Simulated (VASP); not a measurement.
# YMn2 (F-43m) in VASP: notebook

YMn2 is run at these levels: PBE; tasks: single point.

Program: VASP 6.6.1. These are calculated values, not measurements. Logs are shortened: lines on timing, memory, paths and dates and some standing lists are left out, and cuts for length are marked.

## Step 1: The cell of the first run

It takes space group F-43m (No. 216, cubic). The conventional cell has a = 6.460 Å, b = 6.460 Å, c = 6.460 Å, α = 90.00°, β = 90.00°, γ = 90.00°. Within 3.7 Å of Y (site symmetry -43m) lie 10 Mn at 2.80 to 3.23 Å. Mn (site symmetry -43m) has 4 Mn at 2.80 Å and 6 Y at 3.23 Å within 3.7 Å. Mn (site symmetry -43m) has 4 Y at 2.80 Å and 4 Mn at 2.80 Å within 3.7 Å.

## Step 2: Single point, PBE, collinear spin, ferrimagnetic start

File INCAR:

```
PREC     = Accurate       # precision mode
ENCUT    = 520            # plane-wave cutoff, eV
EDIFF    = 1E-6           # SCF threshold, eV
ISMEAR   = 0              # smearing method
SIGMA    = 0.1            # smearing width, eV
LREAL    = F              # projectors in reciprocal space
LASPH    = T              # aspherical terms in the spheres
NELM     = 150            # most SCF steps
ALGO     = Normal         # electronic algorithm
ISIF     = 2              # what is computed and relaxed
LWAVE    = F              # write WAVECAR
LCHARG   = T              # write CHGCAR
ISPIN    = 2              # spin polarisation
MAGMOM   = -0.18 3.99 3.56 # initial moments
LORBIT   = 11             # projections on sites
LMAXMIX  = 4              # l up to which the mixer works
GGA      = PE             # functional
LELF     = T              # ELF
LVHAR    = T            
NBANDS   = 30             # bands
```

File KPOINTS:

```
regular mesh
0
Gamma
  4 4 4
```

File POSCAR:

```
YMn2
1.0
    0.0000000000      3.2301690000      3.2301690000
    3.2301690000      0.0000000000      3.2301690000
    3.2301690000      3.2301690000      0.0000000000
Y Mn
1 2
Direct
    0.0000000000      0.0000000000      0.0000000000
    0.5000000000      0.5000000000      0.5000000000
    0.7500000000      0.7500000000      0.7500000000
```

Potentials or basis: VASP PAW PBE potentials, release 64 (Y_sv, Mn_pv).

Started as:

```
$ cat potpaw_PBE.64/Y_sv/POTCAR potpaw_PBE.64/Mn_pv/POTCAR > POTCAR
$ mpirun -np 1 vasp_std > vasp.out
```

OUTCAR:

```text
PREC = Accurate
   ENCUT = 520
   EDIFF = 1E-6
   ISMEAR = 0
   LREAL = F
   LASPH = T
   NELM = 150
   ISIF = 2
   ISPIN = 2
   LORBIT = 11
   GGA = PE

 ion  position               nearest neighbor table
   1  0.000  0.000  0.000-   3 2.80   3 2.80   3 2.80   3 2.80   2 3.23   2 3.23   2 3.23   2 3.23
                             2 3.23   2 3.23
   2  0.500  0.500  0.500-   3 2.80   3 2.80   3 2.80   3 2.80   1 3.23   1 3.23   1 3.23   1 3.23
                             1 3.23   1 3.23
   3  0.750  0.750  0.750-   2 2.80   2 2.80   2 2.80   1 2.80   2 2.80   1 2.80   1 2.80   1 2.80

  LATTYP: Found a face centered cubic cell.
 ALAT       =     6.4603380000

  Lattice vectors:

 A1 = (   0.0000000000,   3.2301690000,   3.2301690000)
 A2 = (   3.2301690000,   0.0000000000,   3.2301690000)
 A3 = (   3.2301690000,   3.2301690000,   0.0000000000)

Analysis of symmetry for initial positions (statically):
=====================================================================
 Subroutine PRICEL returns:
 Original cell was already a primitive cell.

 Routine SETGRP: Setting up the symmetry group for a
 face centered cubic supercell.

 Subroutine GETGRP returns: Found 24 space group operations
 (whereof 24 operations were pure point group operations)
 out of a pool of 48 trial point group operations.

The static configuration has the point symmetry T_d .

Analysis of symmetry for dynamics (positions and initial velocities):
=====================================================================
 Subroutine PRICEL returns:
 Original cell was already a primitive cell.

 Routine SETGRP: Setting up the symmetry group for a
 face centered cubic supercell.

 Subroutine GETGRP returns: Found 24 space group operations
 (whereof 24 operations were pure point group operations)
 out of a pool of 48 trial point group operations.

The dynamic configuration has the point symmetry T_d .

Analysis of structural, dynamic, and magnetic symmetry:
=====================================================================
 Subroutine PRICEL returns:
 Original cell was already a primitive cell.

 Routine SETGRP: Setting up the symmetry group for a
 face centered cubic supercell.

 Subroutine GETGRP returns: Found 24 space group operations
 (whereof 24 operations were pure point group operations)
 out of a pool of 48 trial point group operations.

The overall configuration has the point symmetry T_d .

 Subroutine INISYM returns: Found 24 space group operations
 (whereof 24 operations are pure point group operations),
 and found     1 'primitive' translations

----------------------------------------------------------------------------------------

                                     Primitive cell

  volume of cell :      67.4071

  direct lattice vectors                    reciprocal lattice vectors
     0.000000000  3.230169000  3.230169000    -0.154790663  0.154790663  0.154790663
     3.230169000  0.000000000  3.230169000     0.154790663 -0.154790663  0.154790663
     3.230169000  3.230169000  0.000000000     0.154790663  0.154790663 -0.154790663

  length of vectors
     4.568148809  4.568148809  4.568148809     0.268105292  0.268105292  0.268105292

  position of ions in fractional coordinates (direct lattice)
     0.000000000  0.000000000  0.000000000
     0.500000000  0.500000000  0.500000000
     0.750000000  0.750000000  0.750000000

  ion indices of the primitive-cell ions
   primitive index   ion index
                 1           1
                 2           2
                 3           3

----------------------------------------------------------------------------------------

 KPOINTS: regular mesh

Automatic generation of k-mesh.
 Grid dimensions read from file:
 generate k-points for:    4    4    4

 Generating k-lattice:

  Cartesian coordinates                     Fractional coordinates (reciprocal lattice)
    -0.038697666  0.038697666  0.038697666     0.250000000  0.000000000  0.000000000
     0.038697666 -0.038697666  0.038697666     0.000000000  0.250000000  0.000000000
     0.038697666  0.038697666 -0.038697666     0.000000000  0.000000000  0.250000000

  Length of vectors
     0.067026323  0.067026323  0.067026323

  Shift w.r.t. Gamma in fractional coordinates (k-lattice)
     0.000000000  0.000000000  0.000000000

 Subroutine IBZKPT returns following result:
 ===========================================

 Found      8 irreducible k-points:

 Following reciprocal coordinates:
            Coordinates               Weight
  0.000000  0.000000  0.000000      1.000000
  0.250000  0.000000  0.000000      8.000000
  0.500000  0.000000  0.000000      4.000000
  0.250000  0.250000  0.000000      6.000000
  0.500000  0.250000  0.000000     24.000000
 -0.250000  0.250000  0.000000     12.000000
  0.500000  0.500000  0.000000      3.000000
 -0.250000  0.500000  0.250000      6.000000
   k-points           NKPTS =      8   k-points in BZ     NKDIM =      8   number of bands    NBANDS=     30
   number of dos      NEDOS =    301   number of ions     NIONS =      3
   total plane-waves  NPLWV =  46656
   dimension x,y,z NGX =    36 NGY =   36 NGZ =   36
   dimension x,y,z NGXF=    72 NGYF=   72 NGZF=   72
   ions per type =               1   2
   NGX,Y,Z   is equivalent  to a cutoff of  13.10, 13.10, 13.10 a.u.
   NGXF,Y,Z  is equivalent  to a cutoff of  26.20, 26.20, 26.20 a.u.
 SYSTEM =  unknown system
   PREC   = accura    normal or accurate (medium, high low for compatibility)
   ISTART =      0    job   : 0-new  1-cont  2-samecut
   ICHARG =      2    charge: 1-file 2-atom 10-const
   ISPIN  =      2    spin polarized calculation?
   LNONCOLLINEAR =      F non collinear calculations
   LSORBIT =      F    spin-orbit coupling
   LASPH  =      T    aspherical Exc in radial PAW
   ENCUT  =  520.0 eV  38.22 Ry    6.18 a.u.   8.49  8.49  8.49*2*pi/ulx,y,z
   NELM   =    150;   NELMIN=  2; NELMDL= -5     # of ELM steps
   EDIFF  = 0.1E-05   stopping-criterion for ELM
   LREAL  =      F    real-space projection
   EDIFFG = 0.1E-04   stopping-criterion for IOM
   NSW    =      0    number of steps for IOM
   IBRION =     -1    ionic relax: 0-MD 1-quasi-New 2-CG
   NFREE  =      0    steps in history (QN), initial steepest desc. (CG)
   ISIF   =      2    stress and relaxation
   ISYM   =      2    0-nonsym 1-usesym 2-fastsym
   POTIM  = 0.5000    time-step for ionic-motion
   TEBEG  =    0.0;   TEEND  =   0.0 temperature during run
   PSTRESS=    0.0 pullay stress
   NELECT =      37.0000    total number of electrons
   NUPDOWN=      -1.0000    fix difference up-down
   EMIN   =  10.00;   EMAX   =-10.00  energy-range for DOS
   EFERMI =   0.00;   METHOD = LEGACY
   ISMEAR =     0;   SIGMA  =   0.10  broadening in eV -4-tet -1-fermi 0-gaus
   EFERMI_NEDOS =   21; number of points for ismear=-14 and -15
   IALGO  =     38    algorithm
   IMIX   =      4    mixing-type and parameters
     AMIX     =   0.40;   BMIX     =  1.00
     AMIX_MAG =   1.60;   BMIX_MAG =  1.00
  volume/ion in A,a.u.               =      22.47       151.63
  Fermi-wavevector in a.u.,A,eV,Ry     =   1.340418  2.533022 24.445855  1.796720
  Thomas-Fermi vector in A             =   2.468732
   LORBIT       =     11    0 simple, 1 ext, 2 COOP (PROOUT), +10 PAW based schemes
   GGA     = PE    functional components
   LHFCALC =     F    Hartree Fock is set to
   AEXX    =    0.0000 exact exchange contribution
   IVDW    =     0    specifies the selected vdW correction
   LEPSILON=     F    determine dielectric tensor
   LRPA    =     F    only Hartree local field effects (RPA)
 spin polarized calculation
 Gauss-broadening in eV      SIGMA  =   0.10
  energy-cutoff  :      520.00
  volume of cell :       67.41
 maximum number of plane-waves:      1837
 NGX is ok and might be reduce to    36
   NGX = 17   NGY = 17   NGZ = 17

 number of electron      37.0000013 magnetization       6.6939952

 Free energy of the ion-electron system (eV)
  ---------------------------------------------------
  ext. energy  EPLUGINS =         0.00000000
  ---------------------------------------------------
  free energy    TOTEN  =       -22.19507429 eV

  energy without entropy =      -22.17298753  energy(sigma->0) =      -22.18403091

 E-fermi :   4.1902     XC(G=0): -10.2413

 val. band max:        4.1897075898   @ k =   0.2500   0.2500   0.0000
 cond. band min:       4.1986200984   @ k =  -0.2500   0.5000   0.2500
 fundamental gap:      0.0089125086
 Fermi energy:         4.1901876733

 spin component 1

 k-point     1 :       0.0000    0.0000    0.0000
  band No.  band energies     occupation
      1     -45.2926      1.00000
      2     -45.2926      1.00000
      3     -45.2926      1.00000
      4     -44.9914      1.00000
      5     -44.9914      1.00000
      6     -44.9914      1.00000
[... 22 lines left out ...]
     29      10.0028      0.00000
     30      10.9072      0.00000

 k-point     2 :       0.2500    0.0000    0.0000
  band No.  band energies     occupation
      1     -45.2932      1.00000
      2     -45.2932      1.00000
      3     -45.2923      1.00000
      4     -44.9924      1.00000
      5     -44.9908      1.00000
      6     -44.9908      1.00000
[... 22 lines left out ...]
     29      11.6922      0.00000
     30      11.6922      0.00000

 k-point     3 :       0.5000    0.0000    0.0000
  band No.  band energies     occupation
      1     -45.2938      1.00000
      2     -45.2938      1.00000
      3     -45.2922      1.00000
      4     -44.9933      1.00000
      5     -44.9903      1.00000
      6     -44.9903      1.00000
[... 131 lines left out ...]
      6     -44.9890      1.00000
[... 22 lines left out ...]
     29       8.7522      0.00000
     30      11.9166      0.00000

 k-point     8 :      -0.2500    0.5000    0.2500
  band No.  band energies     occupation
      1     -45.2953      1.00000
      2     -45.2953      1.00000
      3     -45.2897      1.00000
      4     -44.9948      1.00000
      5     -44.9901      1.00000
      6     -44.9890      1.00000
[... 22 lines left out ...]
     29       9.7222      0.00000
     30      13.5315      0.00000
 Fermi energy:         4.1901876733

 spin component 2

 k-point     1 :       0.0000    0.0000    0.0000
  band No.  band energies     occupation
      1     -41.6677      1.00000
      2     -41.6677      1.00000
      3     -41.6677      1.00000
      4     -41.4941      1.00000
      5     -41.4941      1.00000
      6     -41.4941      1.00000
[... 22 lines left out ...]
     29      11.0331      0.00000
     30      11.1363      0.00000

 k-point     2 :       0.2500    0.0000    0.0000
  band No.  band energies     occupation
      1     -41.6691      1.00000
      2     -41.6691      1.00000
      3     -41.6682      1.00000
      4     -41.4953      1.00000
      5     -41.4927      1.00000
      6     -41.4927      1.00000
[... 22 lines left out ...]
     29      12.3834      0.00000
     30      12.3834      0.00000

 k-point     3 :       0.5000    0.0000    0.0000
  band No.  band energies     occupation
      1     -41.6706      1.00000
      2     -41.6706      1.00000
      3     -41.6691      1.00000
      4     -41.4961      1.00000
      5     -41.4913      1.00000
      6     -41.4913      1.00000
[... 154 lines left out ...]
     29       9.5198      0.00000
     30      12.6495      0.00000

 k-point     8 :      -0.2500    0.5000    0.2500
  band No.  band energies     occupation
      1     -41.6769      1.00000
      2     -41.6739      1.00000
      3     -41.6611      1.00000
      4     -41.5015      1.00000
      5     -41.4884      1.00000
      6     -41.4883      1.00000
[... 22 lines left out ...]
     29       9.9468      0.00000
     30      14.3394      0.00000

------------------------ aborting loop because EDIFF is reached ----------------------------------------

  FORCE on cell =-STRESS in cart. coord.  units (eV):
  Direction    XX          YY          ZZ          XY          YZ          ZX
  --------------------------------------------------------------------------------------
  -------------------------------------------------------------------------------------
  Total       -0.0885837     -0.0885837     -0.0885837      0.0000000      0.0000000     -0.0000000
  in kB       -2.1055174     -2.1055174     -2.1055174      0.0000000      0.0000000     -0.0000000
  external PRESSURE =      -2.1055174 kB  Pullay stress =       0.0000000 kB

 VOLUME and BASIS-vectors are now :
 -----------------------------------------------------------------------------
  energy-cutoff  :      520.00
  volume of cell :       67.41
      direct lattice vectors                 reciprocal lattice vectors
     0.000000000  3.230169000  3.230169000    -0.154790663  0.154790663  0.154790663
     3.230169000  0.000000000  3.230169000     0.154790663 -0.154790663  0.154790663
     3.230169000  3.230169000  0.000000000     0.154790663  0.154790663 -0.154790663

 POSITION                                       TOTAL-FORCE (eV/Angst)
 -----------------------------------------------------------------------------------
      0.00000      0.00000      0.00000         0.000000     -0.000000     -0.000000
      3.23017      3.23017      3.23017        -0.000000     -0.000000     -0.000000
      4.84525      4.84525      4.84525         0.000000      0.000000      0.000000
 -----------------------------------------------------------------------------------
    total drift:                               -0.000000     -0.000000     -0.000000

  FREE ENERGIE OF THE ION-ELECTRON SYSTEM (eV)
  ---------------------------------------------------
  free  energy   TOTEN  =       -22.1950742930 eV

  energy  without entropy=      -22.1729875298  energy(sigma->0) =      -22.18403091

 total charge

# of ion       s       p       d       f       tot
--------------------------------------------------
    1        2.277   6.268   1.054   0.031   9.630
    2        0.357   6.146   4.952   0.000  11.455
    3        0.421   6.162   5.071   0.000  11.654
--------------------------------------------------
tot          3.055  18.575  11.078   0.031  32.739

 magnetization (x)

# of ion       s       p       d       f       tot
--------------------------------------------------
    1       -0.040   0.039  -0.235   0.011  -0.226
    2        0.036   0.004   3.556   0.000   3.595
    3        0.012   0.020   3.170   0.000   3.203
--------------------------------------------------
tot          0.008   0.063   6.490   0.011   6.572
```

It took 60 s on 1 thread of Intel Xeon Platinum 8488C (Sapphire Rapids), shared host; peak memory 0.25 GiB.

Results:

| Property | Result |
| --- | --- |
| Free energy | -22.1951 eV |
| Pressure | -0.2 GPa |
| Net moment | 6.69 μB per cell |
| Site moments | Y -0.23; Mn +3.60, +3.20 μB |
| Valence electrons inside the program's atomic spheres | Y 9.63; Mn 11.46, 11.65 |

Caveat: the k points lie up to 0.42 Å⁻¹ apart.

## Step 3: Single point, PBE, collinear spin, ferrimagnetic start

File INCAR:

```
PREC     = Accurate       # precision mode
ENCUT    = 520            # plane-wave cutoff, eV
EDIFF    = 1E-6           # SCF threshold, eV
ISMEAR   = -5             # smearing method
SIGMA    = 0.1            # smearing width, eV
LREAL    = False          # projectors in reciprocal space
LASPH    = True           # aspherical terms in the spheres
NELM     = 150            # most SCF steps
ALGO     = Fast           # electronic algorithm
ISIF     = 2              # what is computed and relaxed
LWAVE    = False          # write WAVECAR
LCHARG   = True           # write CHGCAR
ISPIN    = 2              # spin polarisation
MAGMOM   = -0.18 3.99 3.56 # initial moments
LORBIT   = 11             # projections on sites
LMAXMIX  = 4              # l up to which the mixer works
GGA      = PE             # functional
LELF     = True           # ELF
LVHAR    = True         
NBANDS   = 30             # bands
```

KPOINTS is that of step 2.

File POSCAR:

```
YMn2
1.0
    0.0000000000      3.2301690000      3.2301690000
    3.2301690000      0.0000000000      3.2301690000
    3.2301690000      3.2301690000      0.0000000000
Y Mn
1 2
Direct
    0.8080000000      0.4270000000      0.2440000000
    1.3080000000      0.9270000000      0.7440000000
    1.5580000000      1.1770000000      0.9940000000
```

Potentials or basis: VASP PAW PBE potentials, release 64 (Y_sv, Mn_pv).

Started as:

```
$ cat potpaw_PBE.64/Y_sv/POTCAR potpaw_PBE.64/Mn_pv/POTCAR > POTCAR
$ mpirun -np 1 vasp_std > vasp.out
```

It took 84 s on 1 thread of Intel Xeon Platinum 8488C (Sapphire Rapids), shared host; peak memory 0.26 GiB.

It converged, with:

```
Free energy                                           : -22.1623 eV
Pressure                                              : -0.2 GPa
Net moment                                            : 6.58 μB per cell
Site moments                                          : Y -0.26; Mn +3.58, +3.19 μB
Valence electrons inside the program's atomic spheres : Y 9.63; Mn 11.46, 11.66
```

Levels at points of the mesh, in eV from the Fermi level:
Spin up:
```tsv
k point	band 20	band 21	band 22	band 23	band 24	band 25
(0.00, 0.00, 0.00)	-1.10	-1.10	1.88	1.88	1.88	3.92
(0.50, 0.00, 0.00)	-1.43	-1.43	-0.97	1.02	1.02	3.63
(0.50, 0.50, 0.00)	-1.37	-0.86	-0.60	1.56	1.56	1.89
```
Spin down:
```tsv
k point	band 11	band 12	band 13	band 14	band 15	band 16	band 17	band 18	band 19	band 20
(0.00, 0.00, 0.00)	-5.51	-1.07	-1.07	-0.40	-0.40	-0.40	0.37	0.37	0.37	2.05
(0.50, 0.00, 0.00)	-3.05	-2.33	-0.58	-0.58	-0.05	0.04	0.04	0.53	0.53	1.55
(0.50, 0.50, 0.00)	-2.76	-1.96	-1.50	-0.88	0.15	0.15	0.33	0.88	1.60	1.60
```

Caveat: the k points lie up to 0.42 Å⁻¹ apart; tetrahedron occupations give inexact forces and stress in metals.
